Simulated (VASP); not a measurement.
Here is a VASP 6.6.1 calculation.

The input INCAR:

```
PREC = Accurate ; ENCUT = 500
EDIFF = 1E-6 ; ISMEAR = -1
SIGMA = 0.1 ; LREAL = False
LASPH = True ; NELM = 120
ALGO = Normal ; ISIF = 2
LWAVE = False ; LCHARG = False
GGA = PE ; IVDW = 12
NBANDS = 12 ; GGA_COMPAT = False
```

KPOINTS

```
regular mesh
0
Gamma
  8 8 8
```

Contents of POSCAR:

```
Ga
1.0
   -1.5876960498      1.5876960498      1.5876960498
    1.5876960498     -1.5876960498      1.5876960498
    1.5876960498      1.5876960498     -1.5876960498
Ga
1
Direct
    0.0000000000      0.0000000000      0.0000000000
```

Potentials or basis: VASP PAW PBE potentials, release 64 (Ga_d).

Run with:

```bash
$ cat potpaw_PBE.64/Ga_d/POTCAR > POTCAR
$ mpirun -np 1 vasp_std > vasp.out
```

Problem. Estimate the dispersion energy per atom.

Solution. -0.360 eV.

Problem. Predict the pressure.

Solution. 10.1 GPa.

Problem. Estimate the band gap on the k mesh.

Solution. Zero (an odd number of electrons rules out a gap without spin polarisation).

Caveat: the cell stands under pressure.
